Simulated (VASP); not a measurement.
# Cr (Im-3m) in VASP: settings compared, part 2 of 3

VASP 6.6.1. Earlier steps stand in the parts before.

### 3 Single point, PBEsol+U, collinear spin, ferromagnetic start

INCAR

```
  ALGO = Fast
  EDIFF = 1E-6
  ENCUT = 520
  GGA = PS
  ISIF = 2
  ISMEAR = 1
  ISPIN = 2
  LASPH = T
  LCHARG = F
  LDAU = T
  LDAUJ = 0
  LDAUL = 2
  LDAUPRINT = 1
  LDAUTYPE = 2
  LDAUU = 3.5
  LMAXMIX = 4
  LORBIT = 11
  LREAL = F
  LWAVE = F
  MAGMOM = 1.86
  NBANDS = 16
  NELM = 150
  PREC = Accurate
  SIGMA = 0.15
```

KPOINTS

```
k-points
0
Gamma
  12 12 12
```

POSCAR

```
Cr
1.0
   -1.4844496776      1.4844496776      1.4844496776
    1.4844496776     -1.4844496776      1.4844496776
    1.4844496776      1.4844496776     -1.4844496776
Cr
1
Direct
    0.0000000000      0.0000000000      0.0000000000
```

Potentials or basis: VASP PAW PBE potentials, release 64 (Cr_pv).

Started as:

```sh
cat potpaw_PBE.64/Cr_pv/POTCAR > POTCAR
mpirun -np 1 vasp_std > vasp.out
```

OUTCAR:

```text
EDIFF = 1E-6
   ENCUT = 520
   GGA = PS
   ISIF = 2
   ISMEAR = 1
   ISPIN = 2
   LASPH = T
   LORBIT = 11
   LREAL = F
   NELM = 150
   PREC = Accurate

 ion  position               nearest neighbor table
   1  0.000  0.000  0.000-

  LATTYP: Found a body centered cubic cell.
 ALAT       =     2.9688993552

  Lattice vectors:

 A1 = (  -1.4844496776,   1.4844496776,   1.4844496776)
 A2 = (   1.4844496776,  -1.4844496776,   1.4844496776)
 A3 = (   1.4844496776,   1.4844496776,  -1.4844496776)

Analysis of symmetry for initial positions (statically):
=====================================================================
 Subroutine PRICEL returns:
 Original cell was already a primitive cell.

 Routine SETGRP: Setting up the symmetry group for a
 body centered cubic supercell.

 Subroutine GETGRP returns: Found 48 space group operations
 (whereof 48 operations were pure point group operations)
 out of a pool of 48 trial point group operations.

The static configuration has the point symmetry O_h .

Analysis of symmetry for dynamics (positions and initial velocities):
=====================================================================
 Subroutine PRICEL returns:
 Original cell was already a primitive cell.

 Routine SETGRP: Setting up the symmetry group for a
 body centered cubic supercell.

 Subroutine GETGRP returns: Found 48 space group operations
 (whereof 48 operations were pure point group operations)
 out of a pool of 48 trial point group operations.

The dynamic configuration has the point symmetry O_h .

Analysis of structural, dynamic, and magnetic symmetry:
=====================================================================
 Subroutine PRICEL returns:
 Original cell was already a primitive cell.

 Routine SETGRP: Setting up the symmetry group for a
 body centered cubic supercell.

 Subroutine GETGRP returns: Found 48 space group operations
 (whereof 48 operations were pure point group operations)
 out of a pool of 48 trial point group operations.

The overall configuration has the point symmetry O_h .

 Subroutine INISYM returns: Found 48 space group operations
 (whereof 48 operations are pure point group operations),
 and found     1 'primitive' translations

----------------------------------------------------------------------------------------

                                     Primitive cell

  volume of cell :      13.0845

  direct lattice vectors                    reciprocal lattice vectors
    -1.484449678  1.484449678  1.484449678     0.000000000  0.336825160  0.336825160
     1.484449678 -1.484449678  1.484449678     0.336825160  0.000000000  0.336825160
     1.484449678  1.484449678 -1.484449678     0.336825160  0.336825160  0.000000000

  length of vectors
     2.571142263  2.571142263  2.571142263     0.476342709  0.476342709  0.476342709

  position of ions in fractional coordinates (direct lattice)
     0.000000000  0.000000000  0.000000000

  ion indices of the primitive-cell ions
[... 94 lines left out ...]
     AMIX_MAG =   1.60;   BMIX_MAG =  1.00
  volume/ion in A,a.u.               =      13.08        88.30
  Fermi-wavevector in a.u.,A,eV,Ry     =   1.590559  3.005721 34.421077  2.529878
  Thomas-Fermi vector in A             =   2.689235
   LORBIT       =     11    0 simple, 1 ext, 2 COOP (PROOUT), +10 PAW based schemes
 LDA+U is selected, type is set to LDAUTYPE =  2
   angular momentum for each species LDAUL =     2
   U (eV)           for each species LDAUU =   3.5
   J (eV)           for each species LDAUJ =   0.0
   GGA     = PS    functional components
   LHFCALC =     F    Hartree Fock is set to
   AEXX    =    0.0000 exact exchange contribution
   IVDW    =     0    specifies the selected vdW correction
   LEPSILON=     F    determine dielectric tensor
   LRPA    =     F    only Hartree local field effects (RPA)
 spin polarized calculation
 RMM-DIIS sequential band-by-band and
 Methfessel and Paxton  Order N= 1 SIGMA  =   0.15
  energy-cutoff  :      520.00
  volume of cell :       13.08
 maximum number of plane-waves:       370
   NGX =  9   NGY =  9   NGZ =  9

 number of electron      12.0000008 magnetization       0.0398097

atom =   1  type =  1  l = 2

 onsite density matrix

spin component  1

  0.5129  0.0000  0.0000 -0.0000  0.0000
  0.0000  0.5129  0.0000 -0.0000  0.0000
  0.0000  0.0000  0.2480 -0.0000 -0.0000
 -0.0000 -0.0000 -0.0000  0.5129  0.0000
  0.0000  0.0000 -0.0000  0.0000  0.2480

spin component  2

  0.5131  0.0000  0.0000 -0.0000  0.0000
  0.0000  0.5131  0.0000 -0.0000  0.0000
  0.0000  0.0000  0.2480 -0.0000 -0.0000
 -0.0000 -0.0000 -0.0000  0.5131  0.0000
  0.0000  0.0000 -0.0000  0.0000  0.2480

 occupancies and eigenvectors

  o =  0.2480  v =  0.0000  0.0000  0.0000  0.0000  0.0000  0.0000 -0.0000  0.1687  0.0000  0.9857      0.0000  0.0000  0.0000  0.0000  0.0000  0.0000  0.0000  0.0000  0.0000  0.0000
  o =  0.2480  v =  0.0000  0.0000  0.0000  0.0000  0.0000  0.0000 -0.0000  0.9857 -0.0000 -0.1687      0.0000  0.0000  0.0000  0.0000  0.0000  0.0000  0.0000  0.0000  0.0000  0.0000
  o =  0.2480  v =  0.0000  0.0000 -0.9539  0.0000 -0.3000  0.0000  0.0000  0.0000  0.0000  0.0000      0.0000  0.0000  0.0000  0.0000  0.0000  0.0000  0.0000  0.0000  0.0000  0.0000
  o =  0.2480  v =  0.0000 -0.0000 -0.3000  0.0000  0.9539  0.0000  0.0000  0.0000  0.0000  0.0000      0.0000  0.0000  0.0000  0.0000  0.0000  0.0000  0.0000  0.0000  0.0000  0.0000
  o =  0.5129  v =  1.0000  0.0000  0.0000  0.0000  0.0000  0.0000  0.0000  0.0000  0.0000  0.0000      0.0000  0.0000  0.0000  0.0000  0.0000  0.0000  0.0000  0.0000  0.0000  0.0000
  o =  0.5129  v =  0.0000  0.2169  0.0000  0.9762  0.0000  0.0000  0.0000  0.0000  0.0000  0.0000      0.0000  0.0000  0.0000  0.0000  0.0000  0.0000  0.0000  0.0000  0.0000  0.0000
  o =  0.5129  v =  0.0000  0.9762  0.0000 -0.2169  0.0000  0.0000  0.0000  0.0000  0.0000  0.0000      0.0000  0.0000  0.0000  0.0000  0.0000  0.0000  0.0000  0.0000  0.0000  0.0000
  o =  0.5131  v =  0.0000  0.0000  0.0000  0.0000  0.0000  1.0000  0.0000  0.0000  0.0000  0.0000      0.0000  0.0000  0.0000  0.0000  0.0000  0.0000  0.0000  0.0000  0.0000  0.0000
  o =  0.5131  v =  0.0000  0.0000  0.0000  0.0000  0.0000  0.0000  0.9792  0.0000 -0.2031  0.0000      0.0000  0.0000  0.0000  0.0000  0.0000  0.0000  0.0000  0.0000  0.0000  0.0000
  o =  0.5131  v =  0.0000  0.0000  0.0000  0.0000  0.0000  0.0000  0.2031  0.0000  0.9792 -0.0000      0.0000  0.0000  0.0000  0.0000  0.0000  0.0000  0.0000  0.0000  0.0000  0.0000

 number of electron      12.0000008 magnetization      -0.0005819

 Free energy of the ion-electron system (eV)
  ---------------------------------------------------
  ext. energy  EPLUGINS =         0.00000000
  ---------------------------------------------------
  free energy    TOTEN  =        -5.97548562 eV

  energy without entropy =       -5.97417860  energy(sigma->0) =       -5.97504994

 E-fermi :   9.2221     XC(G=0): -13.1265

 val. band max:        9.1853978660   @ k =  -0.2500   0.3333   0.1667
 cond. band min:       9.2376688301   @ k =   0.4167   0.0833   0.0000
 fundamental gap:      0.0522709640
 Fermi energy:         9.2220615997

 spin component 1

 k-point     1 :       0.0000    0.0000    0.0000
  band No.  band energies     occupation
      1     -33.7021      1.00000
      2     -33.7021      1.00000
      3     -33.7021      1.00000
      4       1.7364      1.00000
      5       8.2658      1.00000
      6       8.2658      1.00000
[... 895 lines left out ...]
      5       6.9087      1.00000
      6       8.8428      1.00102
[... 8 lines left out ...]
     15      38.6090      0.00000
     16      39.6128      0.00000

 [... further k-points ...]
[... 5 lines left out ...]
  --------------------------------------------------------------------------------------
  -------------------------------------------------------------------------------------
  Total       -2.1653603     -2.1653603     -2.1653603      0.0000000     -0.0000000      0.0000000
  in kB     -265.1455432   -265.1455432   -265.1455432      0.0000000     -0.0000000      0.0000000
  external PRESSURE =    -265.1455432 kB  Pullay stress =       0.0000000 kB

 VOLUME and BASIS-vectors are now :
 -----------------------------------------------------------------------------
  energy-cutoff  :      520.00
  volume of cell :       13.08
      direct lattice vectors                 reciprocal lattice vectors
    -1.484449678  1.484449678  1.484449678     0.000000000  0.336825160  0.336825160
     1.484449678 -1.484449678  1.484449678     0.336825160  0.000000000  0.336825160
     1.484449678  1.484449678 -1.484449678     0.336825160  0.336825160  0.000000000

 POSITION                                       TOTAL-FORCE (eV/Angst)
 -----------------------------------------------------------------------------------
      0.00000      0.00000      0.00000         0.000000     -0.000000      0.000000
 -----------------------------------------------------------------------------------
    total drift:                                0.000000     -0.000000      0.000000

  FREE ENERGIE OF THE ION-ELECTRON SYSTEM (eV)
  ---------------------------------------------------
  free  energy   TOTEN  =        -5.9754856153 eV

  energy  without entropy=       -5.9741786034  energy(sigma->0) =       -5.97504994

 total charge

# of ion       s       p       d       tot
------------------------------------------
    1        0.399   6.356   4.040  10.795

 magnetization (x)

# of ion       s       p       d       tot
------------------------------------------
    1        0.000  -0.000  -0.000  -0.000
```

OSZICAR:

```text
N       E                     dE             d eps       ncg     rms          rms(c)
DAV:   1     0.861974840141E+02    0.86197E+02   -0.62281E+03  4680   0.834E+02
DAV:   2    -0.590405707214E+01   -0.92102E+02   -0.87855E+02  4960   0.244E+02
DAV:   3    -0.742351344753E+01   -0.15195E+01   -0.15170E+01  5272   0.348E+01
DAV:   4    -0.742962953368E+01   -0.61161E-02   -0.61160E-02  5400   0.219E+00
DAV:   5    -0.742968309590E+01   -0.53562E-04   -0.53564E-04  5256   0.186E-01    0.144E+01
RMM:   6    -0.583196085691E+01    0.15977E+01   -0.25416E+00  5407   0.151E+01    0.333E+00
RMM:   7    -0.590462522034E+01   -0.72664E-01   -0.74474E-02  5251   0.267E+00    0.229E+00
RMM:   8    -0.593785751951E+01   -0.33232E-01   -0.74471E-03  5508   0.876E-01    0.117E+00
RMM:   9    -0.596716933715E+01   -0.29312E-01   -0.11335E-02  5601   0.103E+00    0.697E-01
RMM:  10    -0.597266896157E+01   -0.54996E-02   -0.59530E-04  5423   0.265E-01    0.303E-01
RMM:  11    -0.597354032922E+01   -0.87137E-03   -0.11613E-03  5571   0.285E-01    0.333E-01
RMM:  12    -0.597483617507E+01   -0.12958E-02   -0.84049E-05  5486   0.943E-02    0.216E-01
RMM:  13    -0.597548244622E+01   -0.64627E-03   -0.13112E-04  5501   0.995E-02    0.147E-02
RMM:  14    -0.597548509733E+01   -0.26511E-05   -0.85804E-06  5406   0.311E-02    0.748E-03
RMM:  15    -0.597548561528E+01   -0.51795E-06   -0.10268E-06  3767   0.114E-02
   1 F= -.59754856E+01 E0= -.59750499E+01  d E =-.130701E-02  mag=    -0.0007
```

stdout:

```text
POSCAR found type information on POSCAR Cr
 POSCAR found :  1 types and       1 ions
 scaLAPACK will be used
 -----------------------------------------------------------------------------
|                                                                             |
|                                                                             |
|     You enforced a specific xc type in the INCAR file but a different       |
|     I HOPE YOU KNOW WHAT YOU ARE DOING!                                     |
|                                                                             |
 -----------------------------------------------------------------------------

 LDA part: xc-table for (Slater+PW92), standard interpolation
 POSCAR, INCAR and KPOINTS ok, starting setup
 FFT: planning ... GRIDC
 FFT: planning ... GRID_SOFT
 FFT: planning ... GRID
 WAVECAR not read
 entering main loop
```

It took 77 s on 1 thread of Intel Xeon 8259CL, shared host; peak memory 0.14 GiB.

Results:

- Free energy: -5.9755 eV
- Pressure: -26.5 GPa
- Band gap on the k mesh: zero (filled and empty bands overlap)
- Net moment: 0.00 μB per cell
- Valence electrons inside the program's atomic spheres: Cr 10.79

Levels at points of the mesh, in eV from the Fermi level:
Spin up:
```tsv
k point	band 3	band 4	band 5	band 6	band 7	band 8	band 9	band 10
(0.00, 0.00, 0.00)	-42.92	-7.49	-0.96	-0.96	-0.96	1.62	1.62	6.76
(0.50, 0.00, 0.00)	-42.93	-3.82	-2.24	0.77	1.35	1.90	2.18	6.76
(0.50, 0.50, 0.50)	-43.36	-3.05	-3.05	1.86	1.86	1.86	6.76	9.43
```
Spin down:
```tsv
k point	band 3	band 4	band 5	band 6	band 7	band 8	band 9	band 10
(0.00, 0.00, 0.00)	-42.92	-7.49	-0.96	-0.96	-0.96	1.62	1.62	6.76
(0.50, 0.00, 0.00)	-42.93	-3.82	-2.24	0.77	1.35	1.90	2.18	6.76
(0.50, 0.50, 0.50)	-43.36	-3.05	-3.05	1.85	1.85	1.85	6.76	9.43
```

Eigenvalues of the final occupation matrices:
```tsv
site	spin	trace	eigenvalues
site 1 d	1	2.03	0.25 0.25 0.51 0.51 0.51
site 1 d	2	2.04	0.25 0.25 0.51 0.51 0.51
```

Caveat: the starting moments collapsed, and a magnetic state may lie lower; the PAW data sets were made with another functional, which shifts forces and pressure a little; the U is typed as a test and isn't derived for this compound. The state reached can hang on the start; a lower one may exist.

### 4 Single point, PBEsol+D4+U, collinear spin, ferromagnetic start (volume scaled by 0.92)

INCAR

```
SYSTEM = Cr
PREC     = Accurate       ! precision mode
ENCUT    = 520            ! plane-wave cutoff, eV
EDIFF    = 1E-6           ! SCF threshold, eV
ISMEAR   = -1             ! smearing method
SIGMA    = 0.1            ! smearing width, eV
LREAL    = .False.        ! projectors in reciprocal space
LASPH    = .True.         ! aspherical terms in the spheres
NELM     = 150            ! most SCF steps
ALGO     = Fast           ! electronic algorithm
ISIF     = 2              ! what is computed and relaxed
LWAVE    = .False.        ! write WAVECAR
LCHARG   = .False.        ! write CHGCAR
ISPIN    = 2              ! spin polarisation
MAGMOM   = 3              ! initial moments
LORBIT   = 11             ! projections on sites
LMAXMIX  = 4              ! l up to which the mixer works
LDAU     = .True.         ! DFT+U
LDAUTYPE = 2            
LDAUL    = 2              ! shell
LDAUU    = 4              ! U, eV
LDAUJ    = 0            
LDAUPRINT= 1            
GGA      = PS             ! functional
IVDW     = 13             ! dispersion correction
NBANDS   = 16             ! bands
```

KPOINTS

```
Automatic mesh
0
Gamma
  12 12 12
  0 0 0
```

POSCAR

```
Cr
1.0
   -1.4437591695      1.4437591695      1.4437591695
    1.4437591695     -1.4437591695      1.4437591695
    1.4437591695      1.4437591695     -1.4437591695
Cr
1
Direct
    0.0000000000      0.0000000000      0.0000000000
```

Started as:

```sh
cat potpaw_PBE.64/Cr_pv/POTCAR > POTCAR
mpirun -np 1 vasp_std > vasp.out
```

It took 25 s on 1 thread of Intel Xeon 6975P-C (Granite Rapids), shared host; peak memory 0.14 GiB.

The run converged. Its results:

| Property | Result |
| --- | --- |
| Free energy | -5.7976 eV |
| Pressure | -13.8 GPa |
| Band gap on the k mesh | zero (filled and empty bands overlap) |
| Net moment | 0.00 μB per cell |
| Valence electrons inside the program's atomic spheres | Cr 10.96 |
| Dispersion energy per atom | -0.249 eV |

Levels at points of the mesh, in eV from the Fermi level:
Spin up:
```tsv
k point	band 3	band 4	band 5	band 6	band 7	band 8	band 9	band 10
(0.00, 0.00, 0.00)	-42.80	-7.81	-1.08	-1.08	-1.08	1.84	1.84	6.82
(0.50, 0.00, 0.00)	-42.81	-4.18	-2.53	0.93	1.55	2.17	2.46	6.82
(0.50, 0.50, 0.50)	-43.36	-3.40	-3.40	2.09	2.09	2.09	6.82	10.12
```
Spin down:
```tsv
k point	band 4	band 5	band 6	band 7	band 8	band 9
(0.00, 0.00, 0.00)	-7.81	-1.07	-1.07	-1.07	1.84	1.84
(0.50, 0.00, 0.00)	-4.18	-2.53	0.93	1.55	2.17	2.46
(0.50, 0.50, 0.50)	-3.40	-3.40	2.09	2.09	2.09	6.82
```

Eigenvalues of the final occupation matrices:
```tsv
site	spin	trace	eigenvalues
site 1 d	1	2.08	0.25 0.25 0.52 0.52 0.52
site 1 d	2	2.08	0.25 0.25 0.52 0.52 0.52
```

Caveat: the starting moments collapsed, and a magnetic state may lie lower; the PAW data sets were made with another functional, which shifts forces and pressure a little; pairwise dispersion overbinds metals, which lowers pressure and volume; the U is typed as a test and isn't derived for this compound. The state reached can hang on the start; a lower one may exist.

### 5 Density of states, PBE+D3(BJ)+U, collinear spin, ferromagnetic start (volume scaled by 1.08)

POSCAR

```
Cr
1.0
   -1.5230239456      1.5230239456      1.5230239456
    1.5230239456     -1.5230239456      1.5230239456
    1.5230239456      1.5230239456     -1.5230239456
Cr
1
Direct
    0.0000000000      0.0000000000      0.0000000000
```

INCAR.step1

```
SYSTEM = Cr
  PREC = Accurate
  ENCUT = 400
  EDIFF = 1E-6
  ISMEAR = 0
  SIGMA = 0.05
  LREAL = .False.
  LASPH = .True.
  NELM = 200
  ALGO = Normal
  ISIF = 2
  LWAVE = .False.
  LCHARG = .True.
  ISPIN = 2
  MAGMOM = 4.29
  LMAXMIX = 4
  LDAU = .True.
  LDAUTYPE = 2
  LDAUL = 2
  LDAUU = 3
  LDAUJ = 0
  LDAUPRINT = 1
  GGA = PE
  IVDW = 12
  NBANDS = 16
  GGA_COMPAT = .False.
  NEDOS = 2001
  LORBIT = 11
```

KPOINTS.step1

```
Automatic mesh
0
Gamma
  12 12 12
  0 0 0
```

INCAR.step2

```
SYSTEM = Cr
  PREC = Accurate
  ENCUT = 400
  EDIFF = 1E-6
  ISMEAR = -5
  SIGMA = 0.05
  LREAL = .False.
  LASPH = .True.
  NELM = 200
  ALGO = Normal
  ISIF = 2
  LWAVE = .False.
  LCHARG = .False.
  ISPIN = 2
  MAGMOM = 4.29
  LORBIT = 11
  LMAXMIX = 4
  LDAU = .True.
  LDAUTYPE = 2
  LDAUL = 2
  LDAUU = 3
  LDAUJ = 0
  LDAUPRINT = 1
  GGA = PE
  IVDW = 12
  NBANDS = 16
  NEDOS = 1001
  ICHARG = 11
  GGA_COMPAT = .False.
```

KPOINTS.step2

```
Automatic mesh
0
Gamma
  18 18 18
  0 0 0
```

Started as:

```sh
cat potpaw_PBE.64/Cr_pv/POTCAR > POTCAR
cp INCAR.step1 INCAR
cp KPOINTS.step1 KPOINTS
mpirun -np 1 vasp_std > vasp.out
cp INCAR.step2 INCAR
cp KPOINTS.step2 KPOINTS
mpirun -np 1 vasp_std > vasp.out
```

Wall time 34 s (1 thread of Intel Xeon 6975P-C, shared host); peak memory 0.19 GiB.

It converged, with:

| Quantity | Value |
| --- | --- |
| Net moment | 3.86 μB per cell |
| Site moments | Cr +3.57 μB |
| Valence electrons inside the program's atomic spheres | Cr 10.81 |
| Dispersion energy per atom | -0.401 eV |

Levels at points of the mesh, in eV from the Fermi level:
Spin up:
```csv
k point,band 5,band 6,band 7,band 8,band 9,band 10,band 11,band 12
"(0.00, 0.00, 0.00)",-2.15,-2.15,-2.15,-0.94,-0.94,6.43,19.47,19.47
"(0.50, 0.00, 0.00)",-3.35,-0.83,-0.72,-0.40,0.83,6.41,6.53,14.46
"(0.50, 0.50, 0.50)",-5.09,0.53,0.53,0.53,6.43,7.70,7.70,7.70
```
Spin down:
```tsv
k point	band 1	band 2	band 3	band 4	band 5	band 6	band 7	band 8	band 9
(0.00, 0.00, 0.00)	-39.92	-39.92	-39.92	-6.87	2.97	2.97	2.97	4.54	4.54
(0.50, 0.00, 0.00)	-40.48	-40.10	-39.93	-1.59	0.94	1.43	4.59	4.95	6.27
(0.50, 0.50, 0.50)	-40.31	-40.31	-40.31	-0.95	-0.95	5.91	5.91	5.91	9.51
```

Eigenvalues of the final occupation matrices:
```
    site  spin  trace               eigenvalues
site 1 d     1   3.87  0.72 0.72 0.72 0.86 0.86
site 1 d     2   0.33  0.04 0.04 0.04 0.11 0.11
```

Caveat: pairwise dispersion overbinds metals, which lowers pressure and volume; the U is typed as a test and isn't derived for this compound; tetrahedron occupations give inexact forces and stress in metals. The state reached can hang on the start; a lower one may exist.

(Continued in part 3 of 3.)
